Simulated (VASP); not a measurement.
Cd4Se, 5 atoms in the cell. It takes space group Cmmm (No. 65, orthorhombic). The conventional cell has a = 8.396 Å, b = 8.507 Å, c = 3.735 Å, α = 90.00°, β = 90.00°, γ = 90.00°. Within 3.6 Å of Cd (site symmetry 2mm) lie 1 Se at 2.74 Å and 5 Cd at 2.91 to 3.13 Å. Within 3.8 Å of Cd (site symmetry m2m) lie 2 Se at 2.89 Å and 6 Cd at 3.13 to 3.73 Å. Within 3.6 Å of Se (site symmetry mmm) lie 6 Cd at 2.74 to 2.89 Å. 

```yaml
Program: VASP 6.6.1
Task: single point
Functional: PBE
Potentials_or_basis: VASP PAW PBE potentials, release 64 (Cd, Se)
Cutoff: 520 eV
k_mesh: 3 × 3 × 5
Occupations: gaussian, width 0.2 eV
Spin: no spin polarisation
Dipole_correction: no
Further_INCAR_settings: ALGO = Normal; EDIFF = 1e-07; NBANDS = 35
```

Potentials or basis: VASP PAW PBE potentials, release 64 (Cd, Se).

Run with:

```sh
$ cat potpaw_PBE.64/Cd/POTCAR potpaw_PBE.64/Se/POTCAR > POTCAR
$ mpirun -np 1 vasp_std > vasp.out
```

Hardware: 1 thread of Intel(R) Xeon(R) Platinum 8488C (Sapphire Rapids), on a shared host.

**Question.** Estimate the wall time of this run.

**Answer.** Wall time 32 s on 1 thread of Intel(R) Xeon(R) Platinum 8488C (Sapphire Rapids), with other jobs on the host, peak memory 0.25 GiB. Counts: scf iterations 14, k points 12.
